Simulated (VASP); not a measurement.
Wanted: the native input for a VASP 6.6.1 run.

| Property | Result |
| --- | --- |
| Task | single point |
| Functional | BLYP |
| Potentials or basis | VASP PAW PBE potentials, release 64 (Fe) |
| Cutoff | 520 eV |
| k mesh | 14 × 14 × 4 |
| Occupations | fermi-dirac, width 0.05 eV |
| Spin | collinear spin, antiferromagnetic start |
| Starting moments | [2.5, 2.5, -2.5, -2.5] μB |
| Dipole correction | no |
| Further INCAR settings | ALGO = Normal; EDIFF = 1e-07; NBANDS = 28 |

The structure of Fe lies in POSCAR:

```
Fe
1.0
    2.4858264544      0.0000000000      0.0000000000
   -1.2429132272      2.1527888589      0.0000000000
    0.0000000000      0.0000000000      8.1459301927
Fe
4
Direct
    0.0000000000      0.0000000000      0.0000000000
    0.0000000000      0.0000000000      0.5000000000
    0.3333333333      0.6666666667      0.2500000000
    0.6666666667      0.3333333333      0.7500000000
```

This isn't the form of Fe at room conditions, which is bcc.

The input as run:

INCAR

```
SYSTEM = Fe
  PREC = Accurate
  ENCUT = 520
  EDIFF = 1E-7
  ISMEAR = -1
  SIGMA = 0.05
  LREAL = .FALSE.
  LASPH = .TRUE.
  NELM = 150
  ALGO = Normal
  ISIF = 2
  LWAVE = .FALSE.
  LCHARG = .FALSE.
  ISPIN = 2
  MAGMOM = 2.5 2.5 -2.5 -2.5
  LORBIT = 11
  LMAXMIX = 4
  GGA = B5
  ALDAX = 1.0
  AGGAX = 1.0
  AGGAC = 1.0
  ALDAC = 0.0
  NBANDS = 28
```

KPOINTS

```
regular mesh
0
G
  14 14 4
  0 0 0
```

Potentials or basis: VASP PAW PBE potentials, release 64 (Fe).

The run is started by

```console
$ cat potpaw_PBE.64/Fe/POTCAR > POTCAR
$ mpirun -np 1 vasp_std > vasp.out
```

Results of the run:

```yaml
Pressure: 0.2 GPa
Net_moment: -1.33 μB per cell
Site_moments: Fe +0.64, -1.30 (each value once) μB
Valence_electrons_inside_the_program's_atomic_spheres: Fe 7.39, 7.38 (each value once)
```

Caveat: the antiferromagnetic order is the one typed at the start, and another may lie lower; the PAW data sets were made with another functional, which shifts forces and pressure a little.

Run time: 2.6 min on 1 thread of Intel(R) Xeon(R) 6975P-C (Granite Rapids), with other jobs on the host, peak memory 0.24 GiB.
